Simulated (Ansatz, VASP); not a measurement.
# Two plane-wave programs on Mo

File INCAR:

```
PREC = Accurate
ENCUT = 520
EDIFF = 1E-6
ISMEAR = -1
SIGMA = 0.05
LREAL = F
LASPH = T
NELM = 100
ALGO = Normal
ISIF = 2
LWAVE = F
LCHARG = F
GGA = PE
NBANDS = 21
```

KPOINTS

```
regular mesh
0
Gamma
  18 18 18
```

The input POSCAR:

```
Mo
1.0
   -2.0038745667      2.0038745667      1.0512876681
    2.0038745667     -2.0038745667      1.0512876681
    2.0038745667      2.0038745667     -1.0512876681
Mo
2
Direct
   -0.3750000000     -0.1250000000     -0.2500000000
    0.3750000000      0.1250000000      0.2500000000
```

Input for Ansatz:

```yaml
crystal:
  lattice:
    - [-2.0038745667, 2.0038745667, 1.0512876681]
    - [2.0038745667, -2.0038745667, 1.0512876681]
    - [2.0038745667, 2.0038745667, -1.0512876681]
  atoms:
    - { symbol: Mo, position: [-0.375, -0.125, -0.25] }
    - { symbol: Mo, position: [0.375, 0.125, 0.25] }
kpoints:
  mp_grid: { grid: [18, 18, 18] }
scf:
  occupations: { method: fermi_dirac, width: 0.05 }
hamiltonian:
  xc: pbe
  pseudopotentials: { kind: paw }
output:
  forces: true
  stress: true
  eigenvalues: true
  populations: true
```

Change from the starting cell: volume scaled by 0.5, PAW files.

Alike in both runs: task single point; functional PBE; k mesh 18 × 18 × 18; occupations fermi-dirac, width 0.05 eV; no spin polarisation.

|  | VASP | Ansatz |
| --- | --- | --- |
| version | VASP 6.6.1 | Ansatz 0.2.0 |
| potentials or method | VASP PAW PBE potentials, release 64 (Mo_sv) | PAW with Ansatz's default frozen-core files, scalar-relativistic |
| plane-wave cutoff (eV) | 520 | 420 |
| valence electrons in the cell | 28 | 28 |

|  | VASP | Ansatz | Ansatz less VASP |
| --- | --- | --- | --- |
| pressure (GPa) | 595.4 | 580.0 | -15.39 |
| traceless stress, the component that is largest in VASP (GPa) | 1.51 | -0.11 | -1.613 |

Both programs put the cell under a high pressure, so it lies far from rest at this level.

Noted on VASP's run: the cell as given lies far from equilibrium.
